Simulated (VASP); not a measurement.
# Ru: single point with PBEsol

Crystal: Ru.

```
Ru
1.0
     2.69191    0.00000    0.00000
    -1.34596    2.33126    0.00000
     0.00000    0.00000    4.25106
Ru
2
Cartesian
  0.0000 1.5542 1.0628
  1.3460 0.7771 3.1883
```

```json
{"Program": "VASP 6.6.1", "Task": "single point", "Functional": "PBEsol", "Potentials or basis": "VASP PAW PBE potentials, release 64 (Ru_pv)", "Cutoff": "520 eV", "k mesh": "18 × 18 × 12", "Occupations": "fermi-dirac, width 0.15 eV", "Spin": "no spin polarisation"}
```

```yaml
Pressure: 0.0 GPa
Band_gap_on_the_k_mesh: zero (band 14 reaches 14.69 eV, above the bottom of band 15 at 11.34 eV)
```

Levels at points of the mesh, in eV from the Fermi level:
| k point | band 10 | band 11 | band 12 | band 13 | band 14 | band 15 | band 16 | band 17 | band 18 | band 19 |
| --- | --- | --- | --- | --- | --- | --- | --- | --- | --- | --- |
| (0.00, 0.00, 0.00) | -2.69 | -2.49 | -1.98 | -1.98 | -1.45 | -1.45 | 1.21 | 1.21 | 1.27 | 10.21 |
| (0.50, 0.00, 0.00) | -3.13 | -2.13 | -1.88 | -1.57 | 1.46 | 1.90 | 1.99 | 4.14 | 6.21 | 11.16 |
| (0.00, 0.00, 0.50) | -2.86 | -2.86 | -2.86 | -2.80 | -2.80 | 0.56 | 0.56 | 0.56 | 0.56 | 10.25 |
| (0.50, 0.00, 0.50) | -4.67 | -1.11 | -1.11 | 0.43 | 0.43 | 1.73 | 1.73 | 3.42 | 3.42 | 10.23 |

It took 100 s on 1 thread of Intel(R) Xeon(R) Platinum 8259CL CPU @ 2.50GHz (Skylake/Cascade Lake) (shared host), peak memory 0.22 GiB.

Caveat: the PAW data sets were made with another functional, which shifts forces and pressure a little.
